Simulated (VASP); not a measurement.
# InAs (P-6m2) in VASP: settings compared

Aim: see how the results for InAs move with the level of theory and the settings. Levels: PBE-based screened hybrid with 25 % exact exchange, r2SCAN50, HF. Tasks: relaxation of cell and atoms, single point.

Everything below comes from runs of VASP 6.6.1. Logs are shortened: lines on timing, memory, paths and dates and some standing lists are left out, and cuts for length are marked.

## (1) The cell of the first run

The structure is hexagonal, space group P-6m2 (No. 187). Conventional cell: a = 4.731 Å, b = 4.731 Å, c = 2.911 Å, α = 90.00°, β = 90.00°, γ = 120.00°. In (site symmetry -6m2) has 3 As at 2.73 Å and 2 In at 2.91 Å within 3.6 Å. As (site symmetry -6m2) has 3 In at 2.73 Å and 2 As at 2.91 Å within 3.6 Å.

## (2) Relaxation of cell and atoms, PBE-based screened hybrid with 25 % exact exchange

The input, POSCAR:

```
InAs
1.0
    4.7312200000      0.0000000000      0.0000000000
   -2.3656100000      4.0973600000      0.0000000000
    0.0000000000      0.0000000000      2.9108900000
In As
1 1
Direct
    0.0000000000      0.0000000000      0.0000000000
    0.6666700000      0.3333300000      0.0000000000
```

The input, INCAR.step1:

```
PREC = Accurate
ENCUT = 600
EDIFF = 1E-5
ISMEAR = -1
SIGMA = 0.05
LREAL = F
LASPH = T
NELM = 60
ALGO = Normal
LWAVE = T
LCHARG = F
GGA = PE
NBANDS = 16
```

The input, INCAR.step2:

```
PREC = Accurate
ENCUT = 600
EDIFF = 1E-6
ISMEAR = -1
SIGMA = 0.05
LREAL = F
LASPH = T
NELM = 60
ALGO = Normal
ISIF = 3
LWAVE = F
LCHARG = F
GGA = PE
LHFCALC = T
AEXX = 0.25
HFSCREEN = 0.3
PRECFOCK = Normal
IBRION = 2
NSW = 60
EDIFFG = -0.01
ISTART = 1
```

The input, KPOINTS:

```
regular mesh
0
Gamma
  4 4 5
```

Potentials or basis: VASP PAW PBE potentials, release 64 (In_d, As).

Run with:

```sh
cat potpaw_PBE.64/In_d/POTCAR potpaw_PBE.64/As/POTCAR > POTCAR
cp INCAR.step1 INCAR
mpirun -np 1 vasp_std > vasp.out
cp INCAR.step2 INCAR
mpirun -np 1 vasp_std > vasp.out
```

OUTCAR:

```text
PREC = Accurate
   ENCUT = 600
   EDIFF = 1E-6
   ISMEAR = -1
   LREAL = F
   LASPH = T
   NELM = 60
   ISIF = 3
   GGA = PE
   LHFCALC = T
   AEXX = 0.25
   HFSCREEN = 0.3
   PRECFOCK = Normal
   IBRION = 2
   NSW = 60
   EDIFFG = -0.01
   ISTART = 1

 ion  position               nearest neighbor table
   1  0.000  0.000  0.000-   2 2.73   2 2.73   2 2.73
   2  0.667  0.333  0.000-   1 2.73   1 2.73   1 2.73

  LATTYP: Found a hexagonal cell.
 ALAT       =     4.7312200000
 C/A-ratio  =     0.6152514573

  Lattice vectors:

 A1 = (   4.7312200000,   0.0000000000,   0.0000000000)
 A2 = (  -2.3656100000,   4.0973600000,   0.0000000000)
 A3 = (   0.0000000000,   0.0000000000,   2.9108900000)

Analysis of symmetry for initial positions (statically):
=====================================================================
 Subroutine PRICEL returns:
 Original cell was already a primitive cell.

 Routine SETGRP: Setting up the symmetry group for a
 hexagonal supercell.

 Subroutine GETGRP returns: Found  4 space group operations
 (whereof  4 operations were pure point group operations)
 out of a pool of 24 trial point group operations.

The static configuration has the point symmetry C_2v.

Analysis of symmetry for dynamics (positions and initial velocities):
=====================================================================
 Subroutine PRICEL returns:
 Original cell was already a primitive cell.

 Routine SETGRP: Setting up the symmetry group for a
 hexagonal supercell.

 Subroutine GETGRP returns: Found  4 space group operations
 (whereof  4 operations were pure point group operations)
 out of a pool of 24 trial point group operations.

The dynamic configuration has the point symmetry C_2v.

 Subroutine INISYM returns: Found  4 space group operations
 (whereof  4 operations are pure point group operations),
 and found     1 'primitive' translations

----------------------------------------------------------------------------------------

                                     Primitive cell

  volume of cell :      56.4291

  direct lattice vectors                    reciprocal lattice vectors
     4.731220000  0.000000000  0.000000000     0.211361974  0.122029795  0.000000000
    -2.365610000  4.097360000  0.000000000     0.000000000  0.244059590  0.000000000
     0.000000000  0.000000000  2.910890000     0.000000000  0.000000000  0.343537544

  length of vectors
     4.731220000  4.731222848  2.910890000     0.244059737  0.244059590  0.343537544

  position of ions in fractional coordinates (direct lattice)
     0.000000000  0.000000000  0.000000000
     0.666670000  0.333330000  0.000000000

  ion indices of the primitive-cell ions
   primitive index   ion index
                 1           1
                 2           2

----------------------------------------------------------------------------------------

 KPOINTS: regular mesh

Automatic generation of k-mesh.
 Grid dimensions read from file:
 generate k-points for:    4    4    5

 Generating k-lattice:

  Cartesian coordinates                     Fractional coordinates (reciprocal lattice)
     0.052840494  0.030507449  0.000000000     0.250000000  0.000000000  0.000000000
     0.000000000  0.061014897  0.000000000     0.000000000  0.250000000  0.000000000
     0.000000000  0.000000000  0.068707509     0.000000000  0.000000000  0.200000000

  Length of vectors
     0.061014934  0.061014897  0.068707509

  Shift w.r.t. Gamma in fractional coordinates (k-lattice)
     0.000000000  0.000000000  0.000000000

 Subroutine IBZKPT returns following result:
 ===========================================

 Found     21 irreducible k-points:

 Following reciprocal coordinates:
            Coordinates               Weight
  0.000000  0.000000  0.000000      1.000000
  0.250000 -0.000000  0.000000      4.000000
 -0.250000  0.250000  0.000000      2.000000
  0.500000 -0.000000  0.000000      2.000000
  0.500000  0.500000  0.000000      1.000000
  0.250000  0.250000  0.000000      2.000000
[... 13 lines left out ...]
  0.250000  0.250000  0.400000      4.000000
 -0.250000  0.500000  0.400000      8.000000
   k-points           NKPTS =     21   k-points in BZ     NKDIM =     80   number of bands    NBANDS=     13
   number of dos      NEDOS =    301   number of ions     NIONS =      2
   total plane-waves  NPLWV =  38400
   dimension x,y,z NGX =    40 NGY =   40 NGZ =   24
   dimension x,y,z NGXF=    80 NGYF=   80 NGZF=   48
   ions per type =               1   1
   NGX,Y,Z   is equivalent  to a cutoff of  14.06, 14.06, 13.71 a.u.
   NGXF,Y,Z  is equivalent  to a cutoff of  28.11, 28.11, 27.41 a.u.
 SYSTEM =  unknown system
   PREC   = accura    normal or accurate (medium, high low for compatibility)
   ISTART =      1    job   : 0-new  1-cont  2-samecut
   ICHARG =      0    charge: 1-file 2-atom 10-const
   ISPIN  =      1    spin polarized calculation?
   LNONCOLLINEAR =      F non collinear calculations
   LSORBIT =      F    spin-orbit coupling
   LASPH  =      T    aspherical Exc in radial PAW
   ENCUT  =  600.0 eV  44.10 Ry    6.64 a.u.   9.45  9.45  5.81*2*pi/ulx,y,z
   NELM   =     60;   NELMIN=  2; NELMDL=  0     # of ELM steps
   EDIFF  = 0.1E-05   stopping-criterion for ELM
   LREAL  =      F    real-space projection
   EDIFFG = -.1E-01   stopping-criterion for IOM
   NSW    =     60    number of steps for IOM
   IBRION =      2    ionic relax: 0-MD 1-quasi-New 2-CG
   NFREE  =      1    steps in history (QN), initial steepest desc. (CG)
   ISIF   =      3    stress and relaxation
   ISYM   =      3    0-nonsym 1-usesym 2-fastsym
   POTIM  = 0.5000    time-step for ionic-motion
   TEBEG  =    0.0;   TEEND  =   0.0 temperature during run
   PSTRESS=    0.0 pullay stress
   NELECT =      18.0000    total number of electrons
   NUPDOWN=      -1.0000    fix difference up-down
   EMIN   =  10.00;   EMAX   =-10.00  energy-range for DOS
   EFERMI =   0.00;   METHOD = LEGACY
   ISMEAR =    -1;   SIGMA  =   0.05  broadening in eV -4-tet -1-fermi 0-gaus
   EFERMI_NEDOS =   21; number of points for ismear=-14 and -15
   IALGO  =     38    algorithm
   IMIX   =      1    mixing-type and parameters
     AMIX     =   0.40;   BMIX     =  1.00
     AMIX_MAG =   1.60;   BMIX_MAG =  1.00
  volume/ion in A,a.u.               =      28.21       190.40
  Fermi-wavevector in a.u.,A,eV,Ry     =   1.118574  2.113798 17.023710  1.251207
  Thomas-Fermi vector in A             =   2.255206
   LORBIT       =      0    0 simple, 1 ext, 2 COOP (PROOUT), +10 PAW based schemes
   GGA     = PE    functional components
   LHFCALC =     T    Hartree Fock is set to
   PRECFOCK=normal    Normal, Fast or Accurate (Low or Medium for compatibility)
   ENCUT4O =  -1.0   cutoff for four orbital integrals eV
   NKREDX  =     1    reduce k-point grid by
   NKREDY  =     1    reduce k-point grid by
   NKREDZ  =     1    reduce k-point grid by
   AEXX    =    0.2500 exact exchange contribution
   HFSCREEN=    0.3000 screening length (either q_TF or 0.3 A-1)
   HFSCREENC=   0.3000 screening length for correlation (either q_TF or 0.3 A-1)
   ENCUTFOCK=  -1.0 apply spherical cutoff to Coloumb kernel
   IVDW    =     0    specifies the selected vdW correction
   LEPSILON=     F    determine dielectric tensor
   LRPA    =     F    only Hartree local field effects (RPA)
 conjugate gradient relaxation of ions
 non-spin polarized calculation
  energy-cutoff  :      600.00
  volume of cell :       56.43
 maximum number of plane-waves:      1908
 NGX is ok and might be reduce to    40
  NGX = 30; NGY = 30; NGZ = 18

--------------------------------------- Ionic step        1  -------------------------------------------

 number of electron      17.9999998 magnetization

 Free energy of the ion-electron system (eV)
  ---------------------------------------------------
  ext. energy  EPLUGINS =         0.00000000
  ---------------------------------------------------
  free energy    TOTEN  =        -7.75157466 eV

  energy without entropy =       -7.74167311  energy(sigma->0) =       -7.74662389

------------------------ aborting loop because EDIFF is reached ----------------------------------------

  FORCE on cell =-STRESS in cart. coord.  units (eV):
  Direction    XX          YY          ZZ          XY          YZ          ZX
  --------------------------------------------------------------------------------------
  -------------------------------------------------------------------------------------
  Total        0.7404893      0.7403019     -1.0205034     -0.0001634      0.0000000      0.0000000
  in kB       21.0245312     21.0192086    -28.9749025     -0.0046387      0.0000000      0.0000000
  external PRESSURE =       4.3562791 kB  Pullay stress =       0.0000000 kB
[... 89 lines left out ...]
  FREE ENERGIE OF THE ION-ELECTRON SYSTEM (eV)
  ---------------------------------------------------
  free  energy   TOTEN  =        -7.7797763232 eV

  energy  without entropy=       -7.7663706292  energy(sigma->0) =       -7.77307348

[... ionic steps 4 to 9 ...]

--------------------------------------- Ionic step       10  -------------------------------------------

 number of electron      17.9999999 magnetization

------------------------ aborting loop because EDIFF is reached ----------------------------------------

  FORCE on cell =-STRESS in cart. coord.  units (eV):
  Direction    XX          YY          ZZ          XY          YZ          ZX
  --------------------------------------------------------------------------------------
  -------------------------------------------------------------------------------------
  Total       -0.0341001     -0.0340714      0.0130189      0.0000249      0.0000000      0.0000000
  in kB       -0.9608180     -0.9600084      0.3668254      0.0007025      0.0000000      0.0000000
  external PRESSURE =      -0.5180003 kB  Pullay stress =       0.0000000 kB
[... 57 lines left out ...]
  energy  without entropy=       -7.7666378965  energy(sigma->0) =       -7.77327313

--------------------------------------- Ionic step       12  -------------------------------------------

 number of electron      17.9999998 magnetization

 Free energy of the ion-electron system (eV)
  ---------------------------------------------------
  ext. energy  EPLUGINS =         0.00000000
  ---------------------------------------------------
  free energy    TOTEN  =        -7.77989628 eV

  energy without entropy =       -7.76709500  energy(sigma->0) =       -7.77349564

 E-fermi :   4.6778     XC(G=0):  -7.7003

 val. band max:        4.6191037542   @ k =  -0.2500   0.5000   0.4000
 cond. band min:       4.8238831730   @ k =   0.2500  -0.0000   0.4000
 fundamental gap:      0.2047794188
 Fermi energy:         4.6777904420

 k-point     1 :       0.0000    0.0000    0.0000
  band No.  band energies     occupation
      1     -12.3513      2.00000
      2     -11.7807      2.00000
      3     -11.7807      2.00000
      4     -11.4678      2.00000
      5     -11.4678      2.00000
      6      -9.2899      2.00000
      7      -0.2108      2.00000
      8       1.4244      2.00000
      9       1.4244      2.00000
     10       6.6308      0.00000
     11       6.6308      0.00000
     12       9.8090      0.00000
     13       9.9978      0.00000
[... 347 lines left out ...]
  FREE ENERGIE OF THE ION-ELECTRON SYSTEM (eV)
  ---------------------------------------------------
  free  energy   TOTEN  =        -7.7798962764 eV

  energy  without entropy=       -7.7670949951  energy(sigma->0) =       -7.77349564

 reached required accuracy - stopping structural energy minimisation
```

Wall time 2.2 h (1 thread of Intel Xeon 6975P-C (Granite Rapids), shared host); peak memory 0.33 GiB.

Results:

| Quantity | Value |
| --- | --- |
| Free energy | -7.7799 eV |
| Relaxed volume | 28.38 Å³/atom |
| Relaxed cell | a = 4.810 Å, b = 4.810 Å, c = 2.832 Å, α = 90.00°, β = 90.00°, γ = 120.00° |
| Space group after relaxing (to 0.1 Å) | P-6m2 (No. 187) |
| Energy gained by relaxing | 14.2 meV/atom |
| Ionic steps | 12 |
| Pressure after relaxing | 0.0 GPa |
| Band gap on the k mesh | zero (bands 9 and 10 overlap by 1.76 eV) |

The path:
```
step  energy change (eV)  largest force (eV/Å)  pressure (GPa)  volume (Å³)
   1              0.0000                0.0002            0.44        56.43
   2             -0.0282                0.0000           -0.17        57.02
   3             -0.0282                0.0000           -0.18        57.05
   4             -0.0282                0.0000           -0.18        57.06
   5             -0.0283                0.0000            0.02        56.80
   6             -0.0283                0.0000            0.00        56.86
   7             -0.0283                0.0000           -0.02        56.88
   8             -0.0283                0.0000           -0.04        56.88
   9             -0.0283                0.0000           -0.04        56.87
  10             -0.0283                0.0000           -0.05        56.86
  11             -0.0283                0.0000            0.01        56.81
  12             -0.0283                0.0000            0.05        56.75
```

Final structure:
```cif
data_structure
_symmetry_space_group_name_H-M 'P 1'
_symmetry_Int_Tables_number 1
_cell_length_a 4.8102
_cell_length_b 4.8102
_cell_length_c 2.8322
_cell_angle_alpha 90.000
_cell_angle_beta 90.000
_cell_angle_gamma 120.000
_cell_volume 56.75
loop_
_atom_site_label
_atom_site_type_symbol
_atom_site_fract_x
_atom_site_fract_y
_atom_site_fract_z
_atom_site_occupancy
In1 In 0.00000 0.00000 0.00000 1
As1 As 0.66667 0.33333 0.00000 1
```

Levels at points of the mesh, in eV from the Fermi level:
| k point | band 7 | band 8 | band 9 | band 10 | band 11 | band 12 |
| --- | --- | --- | --- | --- | --- | --- |
| (0.00, 0.00, 0.00) | -4.89 | -3.25 | -3.25 | 1.95 | 1.95 | 5.13 |
| (0.50, 0.00, 0.00) | -8.16 | -4.18 | -1.38 | 4.24 | 5.45 | 5.73 |
| (0.50, 0.50, 0.00) | -8.16 | -4.18 | -1.38 | 4.24 | 5.45 | 5.73 |

Caveat: the k points lie up to 0.44 Å⁻¹ apart in the final cell, too coarse for converged energies and pressures of a metal; the PAW data sets were made with another functional, which shifts forces and pressure a little; spin-orbit coupling is left out, which moves the levels of the heavy elements.

[end of part 1 of 2]

The gap in the log of VASP goes by the Fermi energy; the results here count the filled bands.